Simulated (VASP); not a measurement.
Input of a VASP 6.6.1 run:

Contents of INCAR:

```
  PREC = Accurate
  ENCUT = 520
  EDIFF = 1E-6
  ISMEAR = 0
  SIGMA = 0.1
  LREAL = F
  LASPH = T
  NELM = 100
  ALGO = Fast
  ISIF = 2
  LWAVE = F
  LCHARG = F
  GGA = PS
  NBANDS = 26
```

KPOINTS

```
regular mesh
0
Gamma
  12 12 12
```

Contents of POSCAR:

```
Sc3Al
1.0
    4.2872990990      0.0000000000      0.0000000000
    0.0000000000      4.2872990990      0.0000000000
    0.0000000000      0.0000000000      4.4457901633
Sc Al
3 1
Direct
    0.5000000000      0.0000000000      0.5000000000
    0.0000000000      0.5000000000      0.5000000000
    0.5000000000      0.5000000000      0.0000000000
    0.0000000000      0.0000000000      0.0000000000
```

Potentials or basis: VASP PAW PBE potentials, release 64 (Sc_sv, Al).

The run is started by

```bash
$ cat potpaw_PBE.64/Sc_sv/POTCAR potpaw_PBE.64/Al/POTCAR > POTCAR
$ mpirun -np 1 vasp_std > vasp.out
```

(1) What does it give for the pressure?

(2) Predict the band gap on the k mesh.

Answers

(1) 1.8 GPa.

(2) zero (band 18 reaches 5.33 eV, above the bottom of band 19 at 3.97 eV).

Caveat: the cell differs from its parent crystal (biaxial strain in the a-b plane: -2.0 %, then relaxed in part); the PAW data sets were made with another functional, which shifts forces and pressure a little.
